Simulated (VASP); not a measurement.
# Li3H2 (C2/m) in VASP: a series of runs

The runs below take Li3H2 through relaxation of cell and atoms, single point, with PBE.

Everything below comes from runs of VASP 6.6.1. Logs are shortened: lines on timing, memory, paths and dates and some standing lists are left out, and cuts for length are marked.

## Step 1: The cell of the first run

It takes space group C2/m (No. 12, monoclinic). Conventional cell: a = 10.594 Å, b = 2.906 Å, c = 7.651 Å, α = 90.00°, β = 104.97°, γ = 90.00°. Li (site symmetry m) has 7 H at 2.24 to 2.41 Å and 8 Li at 2.76 to 2.91 Å within 3.0 Å. Within 3.0 Å of Li (site symmetry m) lie 3 H at 2.21 Å and 10 Li at 2.82 to 2.94 Å. Li (site symmetry m) has 5 H at 2.22 to 3.08 Å and 10 Li at 2.76 to 3.01 Å within 3.1 Å. H (site symmetry m) has 4 H at 2.13 to 2.91 Å and 7 Li at 2.21 to 2.32 Å within 3.0 Å. H (site symmetry m) has 3 H at 2.14 to 2.91 Å and 8 Li at 2.21 to 3.08 Å within 3.1 Å.

The cell was built from a structure type or drawn by symmetry, and may not be a known phase.

## Step 2: Relaxation of cell and atoms, PBE

Contents of INCAR:

```
SYSTEM = Li3H2
  PREC = Accurate
  ENCUT = 600
  EDIFF = 1E-6
  ISMEAR = 0
  SIGMA = 0.2
  LREAL = .False.
  LASPH = .True.
  NELM = 60
  ALGO = Normal
  ISIF = 3
  LWAVE = .False.
  LCHARG = .False.
  GGA = PE
  IBRION = 2
  NSW = 36
  EDIFFG = -0.08
```

Contents of KPOINTS:

```
regular mesh
0
Gamma
  6 6 2
  0 0 0
```

Contents of POSCAR:

```
Li3H2
1.0
    5.2967726500     -1.4530664600      0.0000000000
    5.2967726500      1.4530664600      0.0000000000
   -1.9766592300      0.0000000000      7.3913081200
Li H
6 4
Direct
    0.8686732600      0.8686732600      0.5021621300
    0.1313267400      0.1313267400      0.4978378700
    0.5972248900      0.5972248900      0.1738100600
    0.4027751100      0.4027751100      0.8261899400
    0.8554603500      0.8554603500      0.1371372300
    0.1445396500      0.1445396500      0.8628627700
    0.4658196000      0.4658196000      0.3561671900
    0.5341804000      0.5341804000      0.6438328100
    0.2563703100      0.2563703100      0.2762163800
    0.7436296900      0.7436296900      0.7237836200
```

Potentials or basis: VASP PAW PBE potentials, release 64 (Li_sv, H).

Launch:

```bash
$ cat potpaw_PBE.64/Li_sv/POTCAR potpaw_PBE.64/H/POTCAR > POTCAR
$ mpirun -np 1 vasp_std > vasp.out
```

OUTCAR:

```text
SYSTEM = Li3H2
   PREC = Accurate
   ENCUT = 600
   EDIFF = 1E-6
   ISMEAR = 0
   LREAL = .False.
   LASPH = .True.
   NELM = 60
   ISIF = 3
   GGA = PE
   IBRION = 2
   NSW = 36
   EDIFFG = -0.08

 ion  position               nearest neighbor table
   1  0.869  0.869  0.502-
   2  0.131  0.131  0.498-
   3  0.597  0.597  0.174-
   4  0.403  0.403  0.826-
   5  0.855  0.855  0.137-
   6  0.145  0.145  0.863-
   7  0.466  0.466  0.356-
   8  0.534  0.534  0.644-
   9  0.256  0.256  0.276-
  10  0.744  0.744  0.724-

  LATTYP: Found a base centered monoclinic cell.
 ALAT       =    10.5935453000
 B/A-ratio  =     0.2743305322
 C/A-ratio  =     0.7222372811
 COS(beta)  =    -0.2583512542

  Lattice vectors:

 A1 = (   5.2967726500,  -1.4530664600,   0.0000000000)
 A2 = (   5.2967726500,   1.4530664600,   0.0000000000)
 A3 = (  -1.9766592300,   0.0000000000,   7.3913081200)

Analysis of symmetry for initial positions (statically):
=====================================================================
 Subroutine PRICEL returns:
 Original cell was already a primitive cell.

 Routine SETGRP: Setting up the symmetry group for a
 base centered monoclinic supercell.

 Subroutine GETGRP returns: Found  4 space group operations
 (whereof  4 operations were pure point group operations)
 out of a pool of  4 trial point group operations.

The static configuration has the point symmetry C_2h.

Analysis of symmetry for dynamics (positions and initial velocities):
=====================================================================
 Subroutine PRICEL returns:
 Original cell was already a primitive cell.

 Routine SETGRP: Setting up the symmetry group for a
 base centered monoclinic supercell.

 Subroutine GETGRP returns: Found  4 space group operations
 (whereof  4 operations were pure point group operations)
 out of a pool of  4 trial point group operations.

The dynamic configuration has the point symmetry C_2h.

 Subroutine INISYM returns: Found  4 space group operations
 (whereof  4 operations are pure point group operations),
 and found     1 'primitive' translations

----------------------------------------------------------------------------------------

                                     Primitive cell

  volume of cell :     113.7753

  direct lattice vectors                    reciprocal lattice vectors
     5.296772650 -1.453066460  0.000000000     0.094397104 -0.344099884  0.025244639
     5.296772650  1.453066460  0.000000000     0.094397104  0.344099884  0.025244639
[... 119 lines left out ...]
   IMIX   =      4    mixing-type and parameters
     AMIX     =   0.40;   BMIX     =  1.00
     AMIX_MAG =   1.60;   BMIX_MAG =  1.00
  volume/ion in A,a.u.               =      11.38        76.78
  Fermi-wavevector in a.u.,A,eV,Ry     =   0.946672  1.788951 12.193385  0.896189
  Thomas-Fermi vector in A             =   2.074693
   LORBIT       =      0    0 simple, 1 ext, 2 COOP (PROOUT), +10 PAW based schemes
   GGA     = PE    functional components
   LHFCALC =     F    Hartree Fock is set to
   AEXX    =    0.0000 exact exchange contribution
   IVDW    =     0    specifies the selected vdW correction
   LEPSILON=     F    determine dielectric tensor
   LRPA    =     F    only Hartree local field effects (RPA)
 conjugate gradient relaxation of ions
 non-spin polarized calculation
 Gauss-broadening in eV      SIGMA  =   0.20
  energy-cutoff  :      600.00
  volume of cell :      113.78
 maximum number of plane-waves:      3822
 NGX is ok and might be reduce to    48
   NGX = 21   NGY = 21   NGZ = 31

--------------------------------------- Ionic step        1  -------------------------------------------

 number of electron      21.9999996 magnetization

 Free energy of the ion-electron system (eV)
  ---------------------------------------------------
  ext. energy  EPLUGINS =         0.00000000
  ---------------------------------------------------
  free energy    TOTEN  =       -25.70924867 eV

  energy without entropy =      -25.68534272  energy(sigma->0) =      -25.69729569

------------------------ aborting loop because EDIFF is reached ----------------------------------------

  FORCE on cell =-STRESS in cart. coord.  units (eV):
  Direction    XX          YY          ZZ          XY          YZ          ZX
  --------------------------------------------------------------------------------------
  -------------------------------------------------------------------------------------
  Total       -2.7335316     -4.0750299      0.3912263      0.0000000      0.0000000      0.1102013
  in kB      -38.4934255    -57.3843244      5.5092248      0.0000000      0.0000000      1.5518486
  external PRESSURE =     -30.1228417 kB  Pullay stress =       0.0000000 kB
[... 113 lines left out ...]
  FREE ENERGIE OF THE ION-ELECTRON SYSTEM (eV)
  ---------------------------------------------------
  free  energy   TOTEN  =       -26.7778335429 eV

  energy  without entropy=      -26.7580891489  energy(sigma->0) =      -26.76796135

 E-fermi :   2.3858     XC(G=0):  -8.1612

 val. band max:        2.3803419945   @ k =   0.0000   0.0000   0.0000
 cond. band min:       2.3872359417   @ k =   0.1667   0.1667   0.5000
 fundamental gap:      0.0068939472
 Fermi energy:         2.3857573579

 k-point     1 :       0.0000    0.0000    0.0000
  band No.  band energies     occupation
      1     -45.1223      2.00000
      2     -45.0867      2.00000
      3     -44.7348      2.00000
      4     -44.7299      2.00000
      5     -44.2099      2.00000
      6     -44.2055      2.00000
[... 459 lines left out ...]
      6     -44.1987      2.00000
[... 9 lines left out ...]
     16       7.4337      0.00000
     17       8.0702      0.00000

 [... further k-points ...]

[... ionic steps 4 to 15 ...]

--------------------------------------- Ionic step       16  -------------------------------------------

 number of electron      21.9999992 magnetization

------------------------ aborting loop because EDIFF is reached ----------------------------------------
[... 83 lines left out ...]
--------------------------------------- Ionic step       18  -------------------------------------------

 number of electron      22.0000000 magnetization

 Free energy of the ion-electron system (eV)
  ---------------------------------------------------
  ext. energy  EPLUGINS =         0.00000000
  ---------------------------------------------------
  free energy    TOTEN  =       -27.51978742 eV

  energy without entropy =      -27.48500267  energy(sigma->0) =      -27.50239504

 E-fermi :   1.5918     XC(G=0):  -7.8283

 val. band max:        1.5642159790   @ k =   0.1667   0.0000   0.5000
 cond. band min:       1.6954056860   @ k =  -0.1667   0.1667   0.5000
 fundamental gap:      0.1311897070
 Fermi energy:         1.5918486799

 k-point     1 :       0.0000    0.0000    0.0000
  band No.  band energies     occupation
      1     -45.0663      2.00000
      2     -45.0621      2.00000
      3     -44.8935      2.00000
      4     -44.8673      2.00000
      5     -44.8172      2.00000
      6     -44.8168      2.00000
[... 508 lines left out ...]
  FREE ENERGIE OF THE ION-ELECTRON SYSTEM (eV)
  ---------------------------------------------------
  free  energy   TOTEN  =       -27.5197874169 eV

  energy  without entropy=      -27.4850026697  energy(sigma->0) =      -27.50239504

 reached required accuracy - stopping structural energy minimisation
```

OSZICAR:

```text
N       E                     dE             d eps       ncg     rms          rms(c)
DAV:   1     0.990769510223E+02    0.99077E+02   -0.11106E+04   884   0.143E+03
DAV:   2    -0.305555550275E+01   -0.10213E+03   -0.99179E+02   991   0.333E+02
[... 172 lines left out ...]
       N       E                     dE             d eps       ncg     rms          rms(c)
DAV:   1    -0.275108005895E+02    0.61761E-02   -0.90616E+00   884   0.255E+01    0.384E-01
DAV:   2    -0.275198091547E+02   -0.90086E-02   -0.10965E-01   942   0.262E+00    0.240E-01
DAV:   3    -0.275197766721E+02    0.32483E-04   -0.77141E-03  1542   0.613E-01    0.538E-02
DAV:   4    -0.275197878879E+02   -0.11216E-04   -0.22953E-04  1133   0.114E-01    0.189E-02
DAV:   5    -0.275197875392E+02    0.34866E-06   -0.32620E-05  1534   0.336E-02    0.368E-03
DAV:   6    -0.275197874169E+02    0.12237E-06   -0.23083E-06  1026   0.118E-02
  18 F= -.27519787E+02 E0= -.27502395E+02  d E =-.151200E-01
```

CONTCAR:

```text
Li3H2
   1.00000000000000
     5.4662834946857979   -1.3322907994570734   -0.7643429475009688
     5.4662834946857979    1.3322907994570734   -0.7643429475009688
    -3.2106219953661927    0.0000000000000000    7.8324491457686802
  Li              H
     6     4
Direct
     0.8654073846277840    0.8654073846277840    0.5170905296002709
     0.1345926153722159    0.1345926153722159    0.4829094703997293
     0.6258139936350132    0.6258139936350132    0.1924893980796684
     0.3741860063649868    0.3741860063649868    0.8075106019203316
     0.8827938487143316    0.8827938487143316    0.1693505197042168
     0.1172061512856684    0.1172061512856684    0.8306494802957833
     0.5100629625467532    0.5100629625467532    0.3098165433303444
     0.4899370374532467    0.4899370374532467    0.6901834566696556
     0.2415027791347405    0.2415027791347405    0.3522036984859644
     0.7584972208652596    0.7584972208652596    0.6477963015140354

  0.00000000E+00  0.00000000E+00  0.00000000E+00
  0.00000000E+00  0.00000000E+00  0.00000000E+00
  0.00000000E+00  0.00000000E+00  0.00000000E+00
  0.00000000E+00  0.00000000E+00  0.00000000E+00
  0.00000000E+00  0.00000000E+00  0.00000000E+00
  0.00000000E+00  0.00000000E+00  0.00000000E+00
  0.00000000E+00  0.00000000E+00  0.00000000E+00
  0.00000000E+00  0.00000000E+00  0.00000000E+00
  0.00000000E+00  0.00000000E+00  0.00000000E+00
  0.00000000E+00  0.00000000E+00  0.00000000E+00
```

It took 15 min on 1 thread of AMD EPYC 9R45 (Zen 5), shared host; peak memory 0.38 GiB.

What came out:

| Quantity | Value |
| --- | --- |
| Free energy | -27.5198 eV |
| Relaxed volume | 10.75 Å³/atom |
| Relaxed cell | a = 5.678 Å, b = 5.678 Å, c = 8.465 Å, α = 119.32°, β = 119.32°, γ = 27.14° |
| Space group after relaxing (to 0.1 Å) | C2/m (No. 12) |
| Energy gained by relaxing | 181.1 meV/atom |
| Ionic steps | 18 |
| Pressure after relaxing | 0.5 GPa |
| Largest force after relaxing | 0.056 eV/Å |
| Band gap on the k mesh | zero (bands 11 and 12 overlap by 2.74 eV) |

Forces on the atoms (eV/Å):
```
Li   0.004  0.000  0.037
Li  -0.004  0.000 -0.037
Li   0.056  0.000  0.000
Li  -0.056  0.000  0.000
Li   0.045  0.000 -0.027
Li  -0.045  0.000  0.027
H   -0.002  0.000  0.005
H    0.002  0.000 -0.005
H    0.007  0.000 -0.033
H   -0.007  0.000  0.033
```

The path:
| step | energy change (eV) | largest force (eV/Å) | pressure (GPa) | volume (Å³) |
| --- | --- | --- | --- | --- |
| 1 | 0.0000 | 1.1227 | -3.01 | 113.78 |
| 2 | -0.3651 | 1.0116 | -2.56 | 110.28 |
| 3 | -1.0686 | 0.5235 | -0.37 | 100.05 |
| 4 | 0.3904 | 1.6227 | 10.70 | 80.85 |
| 5 | -1.1096 | 0.4927 | 0.60 | 97.01 |
| 6 | -1.1165 | 0.4564 | 1.28 | 95.21 |
| 7 | -1.2330 | 0.4102 | 0.98 | 95.91 |
| 8 | -1.3212 | 0.4425 | 0.62 | 97.22 |
| 9 | -1.4508 | 0.3052 | 0.10 | 99.13 |
| 10 | -1.5646 | 0.4107 | -0.37 | 103.04 |
| 11 | -1.6898 | 0.2241 | 0.17 | 103.50 |
| 12 | -1.7126 | 0.1913 | 0.71 | 103.72 |
| 13 | -1.7616 | 0.1100 | 0.15 | 106.74 |
| 14 | -1.7717 | 0.1285 | -0.21 | 109.03 |
| 15 | -1.7922 | 0.1000 | -0.20 | 109.21 |
| 16 | -1.7954 | 0.1204 | -0.19 | 109.30 |
| 17 | -1.8077 | 0.0812 | 0.19 | 108.29 |
| 18 | -1.8105 | 0.0564 | 0.50 | 107.54 |

Final structure:
```yaml
crystal:
  lattice:
    - [5.46628, -1.33229, -0.76434]
    - [5.46628, 1.33229, -0.76434]
    - [-3.21062, 0.00000, 7.83245]
  atoms:
    - { symbol: Li, position: [0.86541, 0.86541, 0.51709] }
    - { symbol: Li, position: [0.13459, 0.13459, 0.48291] }
    - { symbol: Li, position: [0.62581, 0.62581, 0.19249] }
    - { symbol: Li, position: [0.37419, 0.37419, 0.80751] }
    - { symbol: Li, position: [0.88279, 0.88279, 0.16935] }
    - { symbol: Li, position: [0.11721, 0.11721, 0.83065] }
    - { symbol: H, position: [0.51006, 0.51006, 0.30982] }
    - { symbol: H, position: [0.48994, 0.48994, 0.69018] }
    - { symbol: H, position: [0.24150, 0.24150, 0.35220] }
    - { symbol: H, position: [0.75850, 0.75850, 0.64780] }
```

Caveat: the k points lie up to 0.41 Å⁻¹ apart in the final cell, too coarse for converged energies and pressures of a metal; the cutoff is under 1.25 times the usual one of these potentials, so pressure, stress and relaxed cells hold a basis-set (Pulay) error; the relaxation stopped at a loose force limit of 0.08 eV/Å, so its end isn't a converged minimum.

## Step 3: Single point, PBE

This run uses another cell than the first one, of 11.64 Å³/atom.

Contents of INCAR:

```
PREC = Accurate
ENCUT = 520
EDIFF = 1E-7
ISMEAR = 0
SIGMA = 0.2
LREAL = False
LASPH = True
NELM = 80
ALGO = Normal
ISIF = 2
LWAVE = False
LCHARG = False
GGA = PE
NBANDS = 22
```

Contents of KPOINTS:

```
regular mesh
0
Gamma
  8 8 8
```

Contents of POSCAR:

```
Li3H2
1.0
    0.0000000000     -2.7039612379      0.0000000000
   -5.7000804211     -1.3519806190      0.1036211460
   -1.2297643425     -1.3519806190     -7.5294370002
Li H
6 4
Direct
    0.8653030944      0.7988565607      0.4705372504
    0.1346969056      0.2011434393      0.5294627496
    0.6428708150      0.9159159915      0.7983423785
    0.3571291850      0.0840840085      0.2016576215
    0.8959491442      0.3627355272      0.8453661845
    0.1040508558      0.6372644728      0.1546338155
    0.5168397644      0.2645423704      0.7017781009
    0.4831602356      0.7354576296      0.2982218991
    0.2477038035      0.8667195907      0.6378728023
    0.7522961965      0.1332804093      0.3621271977
```

Potentials or basis: VASP PAW PBE potentials, release 64 (Li_sv, H).

Launch:

```bash
$ cat potpaw_PBE.64/Li_sv/POTCAR potpaw_PBE.64/H/POTCAR > POTCAR
$ mpirun -np 1 vasp_std > vasp.out
```

Run time: 4.1 min. Hardware: 1 thread of AMD EPYC 9R45 (Zen 5), shared host; peak memory 0.37 GiB.

Results (log left out):

```yaml
Free_energy: -27.6030 eV
Largest_force: 0.015 eV/Å
Band_gap_on_the_k_mesh: zero (bands 11 and 12 overlap by 2.92 eV)
```

Forces on the atoms (eV/Å):
```
Li   0.007  0.000 -0.007
Li  -0.007  0.000  0.007
Li   0.005  0.000  0.009
Li  -0.005  0.000 -0.009
Li  -0.001  0.000  0.015
Li   0.001  0.000 -0.015
H    0.002  0.000 -0.013
H   -0.002  0.000  0.013
H   -0.006  0.000  0.003
H    0.006  0.000 -0.003
```

Levels at points of the mesh, in eV from the Fermi level:
```csv
k point,band 8,band 9,band 10,band 11,band 12,band 13,band 14,band 15
"(0.00, 0.00, 0.00)",-5.68,-4.45,-3.92,-2.11,-0.70,0.90,2.38,2.81
"(0.50, 0.00, 0.00)",-3.91,-3.12,-2.78,1.72,1.74,2.35,2.78,3.05
"(0.00, 0.50, 0.00)",-5.63,-4.80,-4.77,-1.34,-1.12,1.79,2.40,5.01
"(0.50, 0.50, 0.00)",-3.90,-3.12,-2.79,1.34,2.16,2.64,2.91,3.01
"(0.00, 0.00, 0.50)",-5.82,-4.40,-3.90,-1.91,-0.52,0.39,1.94,3.41
"(0.00, 0.50, 0.50)",-5.70,-4.84,-4.73,-1.20,-1.20,2.46,2.81,3.36
```

Caveat: the cutoff is under 1.25 times the usual one of these potentials, so pressure, stress and relaxed cells hold a basis-set (Pulay) error.

(Part 1 of 2 ends here.)
